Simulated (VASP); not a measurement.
# BN (P6_3/mmc) in VASP: single point with PBEsol+D4

Aim: the single point of BN with PBEsol+D4.

All numbers are computed with VASP 6.6.1; they aren't measurements. Logs are shortened: lines on timing, memory, paths and dates and some standing lists are left out, and cuts for length are marked.

## 1. The cell of the first run

Symmetry: P6_3/mmc, No. 194, hexagonal system. Conventional cell: a = 2.498 Å, b = 2.498 Å, c = 6.636 Å, α = 90.00°, β = 90.00°, γ = 120.00°. Within 1.9 Å of B (site symmetry -6m2) lie 3 N at 1.44 Å. Within 1.9 Å of N (site symmetry -6m2) lie 3 B at 1.44 Å.

## 2. Single point, PBEsol+D4

File INCAR:

```
PREC = Accurate
ENCUT = 520
EDIFF = 1E-7
ISMEAR = -1
SIGMA = 0.05
LREAL = F
LASPH = T
NELM = 100
ALGO = Normal
ISIF = 2
LWAVE = F
LCHARG = F
GGA = PS
IVDW = 13
NBANDS = 16
```

File KPOINTS:

```
regular mesh
0
Gamma
  12 12 4
```

File POSCAR:

```
BN
1.0
    2.4982400000      0.0000000000      0.0000000000
   -1.2491200000      2.1635393000      0.0000000000
    0.0000000000      0.0000000000      6.6357000000
B N
2 2
Direct
    0.3333333300      0.6666666700      0.2500000000
    0.6666666700      0.3333333300      0.7500000000
    0.3333333300      0.6666666700      0.7500000000
    0.6666666700      0.3333333300      0.2500000000
```

Potentials or basis: VASP PAW PBE potentials, release 64 (B, N).

Started as:

```console
cat potpaw_PBE.64/B/POTCAR potpaw_PBE.64/N/POTCAR > POTCAR
mpirun -np 1 vasp_std > vasp.out
```

OUTCAR:

```text
PREC = Accurate
   ENCUT = 520
   EDIFF = 1E-7
   ISMEAR = -1
   LREAL = F
   LASPH = T
   NELM = 100
   ISIF = 2
   GGA = PS
   IVDW = 13

 ion  position               nearest neighbor table
   1  0.333  0.667  0.250-   4 1.44   4 1.44   4 1.44
   2  0.667  0.333  0.750-   3 1.44   3 1.44   3 1.44
   3  0.333  0.667  0.750-   2 1.44   2 1.44   2 1.44
   4  0.667  0.333  0.250-   1 1.44   1 1.44   1 1.44

  LATTYP: Found a hexagonal cell.
 ALAT       =     2.4982400000
 C/A-ratio  =     2.6561499296

  Lattice vectors:

 A1 = (   2.4982400000,   0.0000000000,   0.0000000000)
 A2 = (  -1.2491200000,   2.1635393000,   0.0000000000)
 A3 = (   0.0000000000,   0.0000000000,   6.6357000000)

Analysis of symmetry for initial positions (statically):
=====================================================================
 Subroutine PRICEL returns:
 Original cell was already a primitive cell.

 Routine SETGRP: Setting up the symmetry group for a
 hexagonal supercell.

 Subroutine GETGRP returns: Found 24 space group operations
 (whereof 12 operations were pure point group operations)
 out of a pool of 24 trial point group operations.

The static configuration has the point symmetry D_3d.
 The point group associated with its full space group is D_6h.

Analysis of symmetry for dynamics (positions and initial velocities):
=====================================================================
 Subroutine PRICEL returns:
 Original cell was already a primitive cell.

 Routine SETGRP: Setting up the symmetry group for a
 hexagonal supercell.

 Subroutine GETGRP returns: Found 24 space group operations
 (whereof 12 operations were pure point group operations)
 out of a pool of 24 trial point group operations.

The dynamic configuration has the point symmetry D_3d.
 The point group associated with its full space group is D_6h.

 Subroutine INISYM returns: Found 24 space group operations
 (whereof 12 operations are pure point group operations),
 and found     1 'primitive' translations

----------------------------------------------------------------------------------------

                                     Primitive cell

  volume of cell :      35.8662

  direct lattice vectors                    reciprocal lattice vectors
     2.498240000  0.000000000  0.000000000     0.400281798  0.231102805  0.000000000
    -1.249120000  2.163539300  0.000000000     0.000000000  0.462205609  0.000000000
     0.000000000  0.000000000  6.635700000     0.000000000  0.000000000  0.150700002

  length of vectors
     2.498240000  2.498239996  6.635700000     0.462205608  0.462205609  0.150700002

  position of ions in fractional coordinates (direct lattice)
     0.333333330  0.666666670  0.250000000
     0.666666670  0.333333330  0.750000000
     0.333333330  0.666666670  0.750000000
     0.666666670  0.333333330  0.250000000

  ion indices of the primitive-cell ions
   primitive index   ion index
                 1           1
                 2           2
                 3           3
                 4           4

----------------------------------------------------------------------------------------

 KPOINTS: regular mesh

Automatic generation of k-mesh.
 Grid dimensions read from file:
 generate k-points for:   12   12    4

 Generating k-lattice:

  Cartesian coordinates                     Fractional coordinates (reciprocal lattice)
     0.033356817  0.019258567  0.000000000     0.083333333 -0.000000000  0.000000000
     0.000000000  0.038517134  0.000000000     0.000000000  0.083333333  0.000000000
     0.000000000  0.000000000  0.037675000     0.000000000  0.000000000  0.250000000

  Length of vectors
     0.038517134  0.038517134  0.037675000

  Shift w.r.t. Gamma in fractional coordinates (k-lattice)
     0.000000000  0.000000000  0.000000000

 Subroutine IBZKPT returns following result:
 ===========================================

 Found     57 irreducible k-points:

 Following reciprocal coordinates:
            Coordinates               Weight
  0.000000  0.000000  0.000000      1.000000
  0.083333 -0.000000  0.000000      6.000000
  0.166667 -0.000000  0.000000      6.000000
  0.250000 -0.000000  0.000000      6.000000
  0.333333  0.000000  0.000000      6.000000
  0.416667 -0.000000  0.000000      6.000000
[... 16 lines left out ...]
  0.250000 -0.000000  0.250000     12.000000
  0.333333  0.000000  0.250000     12.000000
 [... further k-points ...]
   k-points           NKPTS =     57   k-points in BZ     NKDIM =     57   number of bands    NBANDS=     16
   number of dos      NEDOS =    301   number of ions     NIONS =      4
   total plane-waves  NPLWV =  20000
   dimension x,y,z NGX =    20 NGY =   20 NGZ =   50
   dimension x,y,z NGXF=    40 NGYF=   40 NGZF=  100
   ions per type =               2   2
   NGX,Y,Z   is equivalent  to a cutoff of  13.31, 13.31, 12.53 a.u.
   NGXF,Y,Z  is equivalent  to a cutoff of  26.62, 26.62, 25.05 a.u.
 SYSTEM =  unknown system
   PREC   = accura    normal or accurate (medium, high low for compatibility)
   ISTART =      0    job   : 0-new  1-cont  2-samecut
   ICHARG =      2    charge: 1-file 2-atom 10-const
   ISPIN  =      1    spin polarized calculation?
   LNONCOLLINEAR =      F non collinear calculations
   LSORBIT =      F    spin-orbit coupling
   LASPH  =      T    aspherical Exc in radial PAW
   ENCUT  =  520.0 eV  38.22 Ry    6.18 a.u.   4.65  4.65 12.34*2*pi/ulx,y,z
   NELM   =    100;   NELMIN=  2; NELMDL= -5     # of ELM steps
   EDIFF  = 0.1E-06   stopping-criterion for ELM
   LREAL  =      F    real-space projection
   EDIFFG = 0.1E-05   stopping-criterion for IOM
   NSW    =      0    number of steps for IOM
   IBRION =     -1    ionic relax: 0-MD 1-quasi-New 2-CG
   NFREE  =      0    steps in history (QN), initial steepest desc. (CG)
   ISIF   =      2    stress and relaxation
   ISYM   =      2    0-nonsym 1-usesym 2-fastsym
   POTIM  = 0.5000    time-step for ionic-motion
   TEBEG  =    0.0;   TEEND  =   0.0 temperature during run
   PSTRESS=    0.0 pullay stress
   NELECT =      16.0000    total number of electrons
   NUPDOWN=      -1.0000    fix difference up-down
   EMIN   =  10.00;   EMAX   =-10.00  energy-range for DOS
   EFERMI =   0.00;   METHOD = LEGACY
   ISMEAR =    -1;   SIGMA  =   0.05  broadening in eV -4-tet -1-fermi 0-gaus
   EFERMI_NEDOS =   21; number of points for ismear=-14 and -15
   IALGO  =     38    algorithm
   IMIX   =      4    mixing-type and parameters
     AMIX     =   0.40;   BMIX     =  1.00
     AMIX_MAG =   1.60;   BMIX_MAG =  1.00
  volume/ion in A,a.u.               =       8.97        60.51
  Fermi-wavevector in a.u.,A,eV,Ry     =   1.250891  2.363842 21.289433  1.564729
  Thomas-Fermi vector in A             =   2.384864
   LORBIT       =      0    0 simple, 1 ext, 2 COOP (PROOUT), +10 PAW based schemes
   GGA     = PS    functional components
   LHFCALC =     F    Hartree Fock is set to
   AEXX    =    0.0000 exact exchange contribution
   IVDW    =    13    specifies the selected vdW correction
   LEPSILON=     F    determine dielectric tensor
   LRPA    =     F    only Hartree local field effects (RPA)
 non-spin polarized calculation
  energy-cutoff  :      520.00
  volume of cell :       35.87
 maximum number of plane-waves:       985
 NGX is ok and might be reduce to    20
   NGX =  9   NGY =  9   NGZ = 25

 number of electron      15.9999997 magnetization

 Free energy of the ion-electron system (eV)
  ---------------------------------------------------
  ext. energy  EPLUGINS =         0.00000000
  ---------------------------------------------------
  free energy    TOTEN  =       -36.56291784 eV

  energy without entropy =      -36.56291784  energy(sigma->0) =      -36.56291784

 E-fermi :   3.2869     XC(G=0): -10.3222

 val. band max:        2.2231954773   @ k =   0.3333   0.3333   0.5000
 cond. band min:       6.4021777894   @ k =   0.5000  -0.0000   0.0000
 fundamental gap:      4.1789823121
 Fermi energy:         3.2869134271

 k-point     1 :       0.0000    0.0000    0.0000
  band No.  band energies     occupation
      1     -15.5779      2.00000
      2     -15.2730      2.00000
      3      -4.1063      2.00000
      4      -1.9234      2.00000
      5       0.9263      2.00000
      6       0.9263      2.00000
[... 8 lines left out ...]
     15      14.5618      0.00000
     16      15.3035      0.00000

 k-point     2 :       0.0833   -0.0000    0.0000
  band No.  band energies     occupation
      1     -15.4405      2.00000
      2     -15.1404      2.00000
      3      -3.9176      2.00000
      4      -1.7540      2.00000
      5       0.3651      2.00000
      6       0.3979      2.00000
[... 8 lines left out ...]
     15      14.7920      0.00000
     16      15.0412      0.00000

 k-point     3 :       0.1667   -0.0000    0.0000
  band No.  band energies     occupation
      1     -15.0357      2.00000
      2     -14.7501      2.00000
      3      -3.3581      2.00000
      4      -1.2561      2.00000
      5      -1.0603      2.00000
      6      -1.0202      2.00000
[... 8 lines left out ...]
     15      16.1339      0.00000
     16      16.1478      0.00000

 k-point     4 :       0.2500   -0.0000    0.0000
  band No.  band energies     occupation
      1     -14.3894      2.00000
      2     -14.1294      2.00000
      3      -2.8735      2.00000
      4      -2.8111      2.00000
      5      -2.4523      2.00000
      6      -0.7242      2.00000
[... 8 lines left out ...]
     15      17.4398      0.00000
     16      18.3105      0.00000
[... 324 lines left out ...]
 k-point    22 :       0.1667   -0.0000    0.2500
  band No.  band energies     occupation
      1     -14.9961      2.00000
      2     -14.7943      2.00000
      3      -3.1049      2.00000
      4      -1.6545      2.00000
      5      -1.0481      2.00000
      6      -1.0039      2.00000
[... 8 lines left out ...]
     15      16.0326      0.00000
     16      16.1159      0.00000

 k-point    23 :       0.2500   -0.0000    0.2500
  band No.  band energies     occupation
      1     -14.3530      2.00000
      2     -14.1693      2.00000
      3      -2.8819      2.00000
      4      -2.8278      2.00000
      5      -2.1868      2.00000
      6      -0.8090      2.00000
[... 8 lines left out ...]
     15      18.3258      0.00000
     16      18.4090      0.00000

 k-point    24 :       0.3333    0.0000    0.2500
  band No.  band energies     occupation
      1     -13.5362      2.00000
      2     -13.3816      2.00000
      3      -4.6739      2.00000
      4      -4.6143      2.00000
      5      -1.3513      2.00000
      6      -1.3072      2.00000
[... 8 lines left out ...]
     15      18.9622      0.00000
     16      20.8770      0.00000

 [... further k-points ...]

------------------------ aborting loop because EDIFF is reached ----------------------------------------

  DFT-D4 for vdW energy calculation

  Edisp (eV):   -0.37147

  FORCE on cell =-STRESS in cart. coord.  units (eV):
  Direction    XX          YY          ZZ          XY          YZ          ZX
  --------------------------------------------------------------------------------------
  -------------------------------------------------------------------------------------
  Total       0.44348     0.44348    -0.17597     0.00000     0.00000     0.00000
  in kB      19.81075    19.81075    -7.86060     0.00000     0.00000     0.00000
  external pressure =       10.59 kB  Pullay stress =        0.00 kB

 VOLUME and BASIS-vectors are now :
 -----------------------------------------------------------------------------
  energy-cutoff  :      520.00
  volume of cell :       35.87
      direct lattice vectors                 reciprocal lattice vectors
     2.498240000  0.000000000  0.000000000     0.400281798  0.231102805  0.000000000
    -1.249120000  2.163539300  0.000000000     0.000000000  0.462205609  0.000000000
     0.000000000  0.000000000  6.635700000     0.000000000  0.000000000  0.150700002

 POSITION                                       TOTAL-FORCE (eV/Angst)
 -----------------------------------------------------------------------------------
     -0.00000      1.44236      1.65892        -0.000000     -0.000000      0.000000
      1.24912      0.72118      4.97677        -0.000000      0.000000      0.000000
     -0.00000      1.44236      4.97677         0.000000      0.000000      0.000000
      1.24912      0.72118      1.65892        -0.000000      0.000000      0.000000
 -----------------------------------------------------------------------------------
    total drift:                               -0.000002      0.000001      0.000000

  FREE ENERGIE OF THE ION-ELECTRON SYSTEM (eV)
  ---------------------------------------------------
  free  energy   TOTEN  =       -36.9343848876 eV

  energy  without entropy=      -36.9343848875  energy(sigma->0) =      -36.93438489
```

Run time: 22 s. Hardware: 1 thread of Intel Xeon Platinum 8559C (Emerald Rapids), shared host; peak memory 0.16 GiB.

Results:

```yaml
Free_energy: -36.9344 eV
Pressure: 1.1 GPa
Band_gap_on_the_k_mesh: 4.18 eV, indirect (least direct gap 4.60 eV)
Dispersion_energy_per_atom: -0.093 eV
```

Caveat: the PAW data sets were made with another functional, which shifts forces and pressure a little. A k mesh can miss the band edges.
